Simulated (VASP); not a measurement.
Here is a VASP 6.6.1 calculation.

File INCAR:

```
PREC     = Accurate       # precision mode
ENCUT    = 600            # plane-wave cutoff, eV
EDIFF    = 1E-6           # SCF threshold, eV
ISMEAR   = -1             # smearing method
SIGMA    = 0.05           # smearing width, eV
LREAL    = F              # projectors in reciprocal space
LASPH    = T              # aspherical terms in the spheres
NELM     = 100            # most SCF steps
ALGO     = Normal         # electronic algorithm
ISIF     = 3              # what is computed and relaxed
LWAVE    = F              # write WAVECAR
LCHARG   = F              # write CHGCAR
GGA      = B5             # functional
ALDAX    = 1.0          
AGGAX    = 1.0          
AGGAC    = 1.0          
ALDAC    = 0.0          
IVDW     = 12             # dispersion correction
VDW_S6   = 1.0          
VDW_S8   = 2.6996       
VDW_A1   = 0.4298       
VDW_A2   = 4.2359       
IBRION   = 2              # ionic algorithm
NSW      = 60             # ionic steps
EDIFFG   = -0.01          # ionic threshold
```

KPOINTS

```
Automatic mesh
0
Gamma
  10 10 10
```

POSCAR

```
BAs
1.0
    0.0000000000      2.3885000000      2.3885000000
    2.3885000000      0.0000000000      2.3885000000
    2.3885000000      2.3885000000      0.0000000000
As B
1 1
Direct
    0.7500000000      0.7500000000      0.7500000000
    0.0000000000      0.0000000000      0.0000000000
```

Potentials or basis: VASP PAW PBE potentials, release 64 (As, B).

Command:

```bash
$ cat potpaw_PBE.64/As/POTCAR potpaw_PBE.64/B/POTCAR > POTCAR
$ mpirun -np 1 vasp_std > vasp.out
```

Estimate the dispersion energy per atom.

-0.723 eV.

Predict the relaxed cell.

a = 3.380 Å, b = 3.380 Å, c = 3.380 Å, α = 60.00°, β = 60.00°, γ = 60.00°.

Final structure:
```xyz
2
Lattice="0.0000 2.3899 2.3899 2.3899 0.0000 2.3899 2.3899 2.3899 0.0000" Properties=species:S:1:pos:R:3 pbc="T T T"
As    3.5849    3.5849    3.5849
B     2.3899    0.0000    2.3899
```
